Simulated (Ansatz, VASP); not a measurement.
Ag: VASP beside Ansatz

```
CELL_PARAMETERS angstrom
4.15755 0.00000 0.00000
-2.07877 3.60054 0.00000
0.00000 0.00000 2.48650
ATOMIC_POSITIONS crystal
Ag 0.00000 0.00000 0.00000
Ag 0.33333 0.66667 0.50000
Ag 0.66667 0.33333 0.50000
```

Change from the starting cell: volume scaled by 0.68, PAW files.

Alike in both runs: task single point; functional PBE; k mesh 8 × 8 × 11; occupations fermi-dirac, width 0.05 eV; no spin polarisation.

```csv
,VASP,Ansatz
version,VASP 6.6.1,Ansatz 0.2.0
potentials or method,"VASP PAW PBE potentials, release 64 (Ag)","PAW with Ansatz's default frozen-core files, scalar-relativistic"
plane-wave cutoff (eV),520,420
valence electrons in the cell,33,57
```

|  | VASP | Ansatz | Ansatz less VASP |
| --- | --- | --- | --- |
| pressure (GPa) | 98.2 | 99.2 | +0.96 |

Both programs put the cell under a high pressure, so it lies far from rest at this level. The functional is the same, so the differences come from potentials, cutoffs and numerics. VASP's potentials hold 33 valence electrons a cell and Ansatz's 57, so a difference there can come from the potentials and not from the codes.

Noted on VASP's run: the cell as given lies far from equilibrium.
